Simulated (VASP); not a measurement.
# HfNbSe4 (Cmmm) in VASP: further runs

The runs below take HfNbSe4 through single point, with PBE.

All numbers are computed with VASP 6.6.1; they aren't measurements. Logs are shortened: lines on timing, memory, paths and dates and some standing lists are left out, and cuts for length are marked.

## 1. The cell of the first run

The structure is orthorhombic, space group Cmmm (No. 65). The conventional cell has a = 5.220 Å, b = 8.789 Å, c = 5.795 Å, α = 90.00°, β = 90.00°, γ = 90.00°. Hf (site symmetry mmm) has 8 Se at 2.56 to 3.23 Å within 3.4 Å. Nb (site symmetry mmm) has 14 Se at 2.97 to 3.86 Å and 4 Hf at 3.90 Å within 3.9 Å. Se (site symmetry m2m) has 7 Se at 2.84 to 3.27 Å and 3 Nb at 2.97 Å and 2 Hf at 3.23 Å within 3.7 Å. Within 3.4 Å of Se (site symmetry 2/m) lie 2 Hf at 2.56 Å and 6 Se at 2.61 to 3.27 Å.

The cell was generated, and may not be a known phase.

## 2. Single point, PBE, collinear spin

Contents of INCAR:

```
ALGO = Normal
EDIFF = 1E-6
ENCUT = 520
GGA = PE
ISIF = 2
ISMEAR = 0
ISPIN = 2
LASPH = T
LCHARG = F
LMAXMIX = 4
LORBIT = 11
LREAL = F
LWAVE = F
MAGMOM = 0.03 1.65 -0.11 -0.11 0.02 0.02
NBANDS = 36
NELM = 150
PREC = Accurate
SIGMA = 0.1
```

Contents of KPOINTS:

```
k-points
0
Gamma
  4 4 4
```

Contents of POSCAR:

```
HfNbSe4
1.0
    2.6098540873     -4.3943430830      0.0000000000
    2.6098540873      4.3943430830      0.0000000000
    0.0000000000      0.0000000000      5.7953061533
Hf Nb Se
1 1 4
Direct
    0.0000000000      0.0000000000      0.5000000000
    0.5000000000      0.5000000000      0.0000000000
    0.1616835670      0.8383164330      0.0000000000
    0.8383164330      0.1616835670      0.0000000000
    0.0000000000      0.5000000000      0.5000000000
    0.5000000000      0.0000000000      0.5000000000
```

Potentials or basis: VASP PAW PBE potentials, release 64 (Hf_pv, Nb_sv, Se).

The run is started by

```
$ cat potpaw_PBE.64/Hf_pv/POTCAR potpaw_PBE.64/Nb_sv/POTCAR potpaw_PBE.64/Se/POTCAR > POTCAR
$ mpirun -np 1 vasp_std > vasp.out
```

OUTCAR:

```text
EDIFF = 1E-6
   ENCUT = 520
   GGA = PE
   ISIF = 2
   ISMEAR = 0
   ISPIN = 2
   LASPH = T
   LORBIT = 11
   LREAL = F
   NELM = 150
   PREC = Accurate

 ion  position               nearest neighbor table
   1  0.000  0.000  0.500-   5 2.56   6 2.56   5 2.56   6 2.56   3 3.23   4 3.23   3 3.23   4 3.23

   2  0.500  0.500  0.000-
   3  0.162  0.838  0.000-   1 3.23   1 3.23
   4  0.838  0.162  0.000-   1 3.23   1 3.23
   5  0.000  0.500  0.500-   1 2.56   1 2.56   6 2.61   6 2.61
   6  0.500  0.000  0.500-   1 2.56   1 2.56   5 2.61   5 2.61

  LATTYP: Found a base centered orthorhombic cell.
 ALAT       =     5.2197081746
 B/A-ratio  =     1.6837504841
 C/A-ratio  =     1.1102739769

  Lattice vectors:

 A1 = (   2.6098540873,  -4.3943430830,   0.0000000000)
 A2 = (   2.6098540873,   4.3943430830,   0.0000000000)
 A3 = (   0.0000000000,   0.0000000000,   5.7953061533)

Analysis of symmetry for initial positions (statically):
=====================================================================
 Subroutine PRICEL returns:
 Original cell was already a primitive cell.

 Routine SETGRP: Setting up the symmetry group for a
 base centered orthorhombic supercell.

 Subroutine GETGRP returns: Found  8 space group operations
 (whereof  8 operations were pure point group operations)
 out of a pool of  8 trial point group operations.

The static configuration has the point symmetry D_2h.

Analysis of symmetry for dynamics (positions and initial velocities):
=====================================================================
 Subroutine PRICEL returns:
 Original cell was already a primitive cell.

 Routine SETGRP: Setting up the symmetry group for a
 base centered orthorhombic supercell.

 Subroutine GETGRP returns: Found  8 space group operations
 (whereof  8 operations were pure point group operations)
 out of a pool of  8 trial point group operations.

The dynamic configuration has the point symmetry D_2h.

Analysis of structural, dynamic, and magnetic symmetry:
=====================================================================
 Subroutine PRICEL returns:
 Original cell was already a primitive cell.

 Routine SETGRP: Setting up the symmetry group for a
 base centered orthorhombic supercell.

 Subroutine GETGRP returns: Found  8 space group operations
[... 137 lines left out ...]
   LRPA    =     F    only Hartree local field effects (RPA)
 spin polarized calculation
 Gauss-broadening in eV      SIGMA  =   0.10
  energy-cutoff  :      520.00
  volume of cell :      132.93
 maximum number of plane-waves:      3605
 NGX is ok and might be reduce to    40
   NGX = 19   NGY = 19   NGZ = 21

 number of electron      46.9999999 magnetization       1.9911063

 Free energy of the ion-electron system (eV)
  ---------------------------------------------------
  ext. energy  EPLUGINS =         0.00000000
  ---------------------------------------------------
  free energy    TOTEN  =       -33.75209271 eV

  energy without entropy =      -33.73991204  energy(sigma->0) =      -33.74600238

 E-fermi :   5.9338     XC(G=0): -10.4103

 val. band max:        5.9232779704   @ k =   0.5000   0.0000   0.0000
 cond. band min:       5.9366745009   @ k =   0.5000   0.2500   0.5000
 fundamental gap:      0.0133965305
 Fermi energy:         5.9338281508

 spin component 1

 k-point     1 :       0.0000    0.0000    0.0000
  band No.  band energies     occupation
      1     -50.0940      1.00000
      2     -26.3095      1.00000
      3     -26.1559      1.00000
      4     -26.1151      1.00000
      5     -26.0856      1.00000
      6     -26.0697      1.00000
[... 787 lines left out ...]
     34      10.3537      0.00000
     35      12.0038      0.00000
 Fermi energy:         5.9338281508

 spin component 2

 k-point     1 :       0.0000    0.0000    0.0000
  band No.  band energies     occupation
      1     -49.1021      1.00000
      2     -26.0964      1.00000
      3     -26.0144      1.00000
      4     -25.9633      1.00000
      5     -25.2616      1.00000
      6     -25.0866      1.00000
[... 787 lines left out ...]
     34      10.4720      0.00000
     35      12.8199      0.00000
 [bands above 35 left out]

------------------------ aborting loop because EDIFF is reached ----------------------------------------

  FORCE on cell =-STRESS in cart. coord.  units (eV):
  Direction    XX          YY          ZZ          XY          YZ          ZX
  --------------------------------------------------------------------------------------
  -------------------------------------------------------------------------------------
  Total       -0.0737465     -0.1695228      0.0360682      0.0000000      0.0000000      0.0000000
  in kB       -0.8888637     -2.0432525      0.4347287      0.0000000      0.0000000      0.0000000
  external PRESSURE =      -0.8324625 kB  Pullay stress =       0.0000000 kB

 VOLUME and BASIS-vectors are now :
 -----------------------------------------------------------------------------
  energy-cutoff  :      520.00
  volume of cell :      132.93
      direct lattice vectors                 reciprocal lattice vectors
     2.609854087 -4.394343083  0.000000000     0.191581592 -0.113782650  0.000000000
     2.609854087  4.394343083  0.000000000     0.191581592  0.113782650  0.000000000
     0.000000000  0.000000000  5.795306153     0.000000000  0.000000000  0.172553438

 POSITION                                       TOTAL-FORCE (eV/Angst)
 -----------------------------------------------------------------------------------
      0.00000      0.00000      2.89765        -0.000000      0.000000      0.000000
      2.60985      0.00000      0.00000         0.000000      0.000000      0.000000
      2.60985      2.97336      0.00000         0.000000      0.000126     -0.000000
      2.60985     -2.97336      0.00000         0.000000     -0.000126      0.000000
      1.30493      2.19717      2.89765         0.000000      0.000000      0.000000
      1.30493     -2.19717      2.89765         0.000000      0.000000      0.000000
 -----------------------------------------------------------------------------------
    total drift:                                0.000000      0.000000     -0.000000

  FREE ENERGIE OF THE ION-ELECTRON SYSTEM (eV)
  ---------------------------------------------------
  free  energy   TOTEN  =       -33.7520927135 eV

  energy  without entropy=      -33.7399120370  energy(sigma->0) =      -33.74600238

 total charge

# of ion       s       p       d       tot
------------------------------------------
    1        0.267   6.368   1.583   8.217
    2        2.110   5.930   2.401  10.440
    3        1.496   2.211   0.051   3.758
    4        1.496   2.211   0.051   3.758
    5        1.486   2.328   0.072   3.886
    6        1.486   2.328   0.072   3.886
--------------------------------------------------
tot          8.343  21.375   4.229  33.947

 magnetization (x)

# of ion       s       p       d       tot
------------------------------------------
    1       -0.001   0.007   0.042   0.049
    2        0.033   0.009   1.410   1.453
    3       -0.001  -0.093   0.003  -0.091
    4       -0.001  -0.093   0.003  -0.091
    5        0.003   0.015   0.002   0.020
    6        0.003   0.015   0.002   0.020
--------------------------------------------------
tot          0.037  -0.140   1.462   1.359
```

OSZICAR:

```text
N       E                     dE             d eps       ncg     rms          rms(c)
DAV:   1     0.314520203255E+03    0.31452E+03   -0.22274E+04  3024   0.118E+03
DAV:   2    -0.958186118048E+01   -0.32410E+03   -0.30641E+03  3956   0.336E+02
DAV:   3    -0.349736862923E+02   -0.25392E+02   -0.24432E+02  4568   0.744E+01
DAV:   4    -0.363360462059E+02   -0.13624E+01   -0.13372E+01  4904   0.170E+01
DAV:   5    -0.363651257644E+02   -0.29080E-01   -0.29031E-01  4092   0.159E+00    0.415E+01
DAV:   6    -0.368371347016E+02   -0.47201E+00   -0.16761E+01  4044   0.162E+01    0.291E+01
DAV:   7    -0.351822994890E+02    0.16548E+01   -0.22969E+01  4220   0.224E+01    0.242E+01
DAV:   8    -0.336087546050E+02    0.15735E+01   -0.16862E+00  3940   0.686E+00    0.428E+00
DAV:   9    -0.335778591715E+02    0.30895E-01   -0.47723E-01  3876   0.320E+00    0.207E+00
DAV:  10    -0.336710996638E+02   -0.93240E-01   -0.10420E-01  4144   0.135E+00    0.179E+00
DAV:  11    -0.337335820562E+02   -0.62482E-01   -0.42875E-02  3932   0.855E-01    0.123E+00
DAV:  12    -0.337479101950E+02   -0.14328E-01   -0.32940E-02  4144   0.827E-01    0.675E-01
DAV:  13    -0.337516677170E+02   -0.37575E-02   -0.98438E-03  4400   0.406E-01    0.378E-01
DAV:  14    -0.337519460403E+02   -0.27832E-03   -0.21465E-03  4136   0.211E-01    0.142E-01
DAV:  15    -0.337520324137E+02   -0.86373E-04   -0.53493E-04  4220   0.112E-01    0.599E-02
DAV:  16    -0.337520823796E+02   -0.49966E-04   -0.19696E-04  3448   0.676E-02    0.322E-02
DAV:  17    -0.337520921945E+02   -0.98148E-05   -0.26900E-05  3520   0.244E-02    0.759E-03
DAV:  18    -0.337520927135E+02   -0.51904E-06   -0.25937E-06  3092   0.782E-03
   1 F= -.33752093E+02 E0= -.33746002E+02  d E =-.121807E-01  mag=     1.9915
```

stdout:

```text
POSCAR found type information on POSCAR HfNbSe
 POSCAR found :  3 types and       6 ions
 scaLAPACK will be used
 LDA part: xc-table for (Slater+PW92), standard interpolation
 POSCAR, INCAR and KPOINTS ok, starting setup
 FFT: planning ... GRIDC
 FFT: planning ... GRID_SOFT
 FFT: planning ... GRID
 WAVECAR not read
 entering main loop
```

Wall time 5.3 min (1 thread of Intel Xeon Platinum 8488C (Sapphire Rapids), shared host); peak memory 0.42 GiB.

Results:

```
Free energy                                           : -33.7521 eV
Pressure                                              : -0.1 GPa
Net moment                                            : 1.99 μB per cell
Site moments                                          : Hf +0.05; Nb +1.45; Se -0.09, +0.02 (each value once) μB
Valence electrons inside the program's atomic spheres : Hf 8.22; Nb 10.44; Se 3.76, 3.89 (each value once)
```

Caveat: spin-orbit coupling is left out, which moves the levels of the heavy elements.

## 3. Single point, PBE, collinear spin

This run uses another cell than the first one, of 25.26 Å³/atom.

Contents of INCAR:

```
SYSTEM = HfNbSe4
ALGO = Normal
EDIFF = 1E-7
ENCUT = 520
GGA = PE
ISIF = 2
ISMEAR = 0
ISPIN = 2
LASPH = .True.
LCHARG = .True.
LELF = .True.
LMAXMIX = 4
LORBIT = 11
LREAL = .False.
LVHAR = .True.
LWAVE = .False.
MAGMOM = -0.02 2.75 -0.06 -0.06 0.05 0.05
NBANDS = 36
NELM = 150
PREC = Accurate
SIGMA = 0.1
```

Contents of KPOINTS:

```
k-points
0
Gamma
  4 4 4
  0 0 0
```

Contents of POSCAR:

```
HfNbSe4
1.0
    2.8494074300     -5.6092138800      0.0000000000
    2.8494074300      5.6092138800      0.0000000000
    0.0000000000      0.0000000000      4.7411567900
Hf Nb Se
1 1 4
Direct
    0.0000000000      0.0000000000      0.5000000000
    0.5000000000      0.5000000000      0.0000000000
    0.1921309900      0.8078690100      0.0000000000
    0.8078690100      0.1921309900      0.0000000000
    0.0000000000      0.5000000000      0.5000000000
    0.5000000000      0.0000000000      0.5000000000
```

Potentials or basis: VASP PAW PBE potentials, release 64 (Hf_pv, Nb_sv, Se).

The run is started by

```
$ cat potpaw_PBE.64/Hf_pv/POTCAR potpaw_PBE.64/Nb_sv/POTCAR potpaw_PBE.64/Se/POTCAR > POTCAR
$ mpirun -np 1 vasp_std > vasp.out
```

It took 7.1 min on 1 thread of Intel Xeon Platinum 8488C (Sapphire Rapids), shared host; peak memory 0.45 GiB.

Results (log left out):

| Item | Value |
| --- | --- |
| Free energy | -28.8833 eV |
| Pressure | -6.2 GPa |
| Largest force | 1.671 eV/Å |
| Net moment | 3.05 μB per cell |
| Site moments | Hf -0.01; Nb +2.12; Se -0.05, +0.04 (each value once) μB |
| Valence electrons inside the program's atomic spheres | Hf 7.72; Nb 10.51; Se 3.70 |

Forces on the atoms (eV/Å):
```
Hf   0.000  0.000  0.000
Nb   0.000  0.000  0.000
Se   0.000  1.671  0.000
Se   0.000 -1.671  0.000
Se   0.000  0.000  0.000
Se   0.000  0.000  0.000
```

Stress tensor (GPa, compression positive):
```
 -1.73   0.00   0.00
  0.00 -15.06   0.00
  0.00   0.00  -1.72
```

Levels at points of the mesh, in eV from the Fermi level:
Spin up:
```
           k point  band 23  band 24  band 25  band 26  band 27  band 28
(0.00, 0.00, 0.00)    -0.69    -0.60    -0.10     0.09     0.14     0.77
(0.50, 0.00, 0.00)    -0.62    -0.50    -0.33    -0.26     0.27     0.60
(0.50, 0.50, 0.00)    -0.51    -0.31    -0.30     0.46     0.50     0.93
(0.00, 0.00, 0.50)    -0.17    -0.15    -0.05     0.37     0.56     0.79
(0.50, 0.00, 0.50)    -0.20    -0.15     0.06     0.09     0.28     0.29
(0.50, 0.50, 0.50)    -0.64    -0.28     0.14     0.20     0.21     0.84
```
Spin down:
```
           k point  band 19  band 20  band 21  band 22  band 23  band 24  band 25  band 26
(0.00, 0.00, 0.00)    -2.48    -1.75    -1.43    -0.33     0.07     0.13     0.66     0.99
(0.50, 0.00, 0.00)    -2.10    -1.08    -0.94    -0.56     0.20     0.25     0.62     0.70
(0.50, 0.50, 0.00)    -2.75    -2.66    -0.88    -0.03     0.10     0.48     0.84     1.36
(0.00, 0.00, 0.50)    -1.77    -1.38    -1.05     0.61     0.90     0.98     1.11     1.20
(0.50, 0.00, 0.50)    -2.43    -1.20    -0.82    -0.02     0.13     0.30     0.48     0.78
(0.50, 0.50, 0.50)    -1.34    -1.29    -0.19     0.18     0.30     0.58     0.76     1.45
```

Caveat: the stress differs along the axes, from -15 to -2 GPa; spin-orbit coupling is left out, which moves the levels of the heavy elements; forces of over 1 eV/Å act on the atoms, so gaps and moduli don't describe the material at rest.
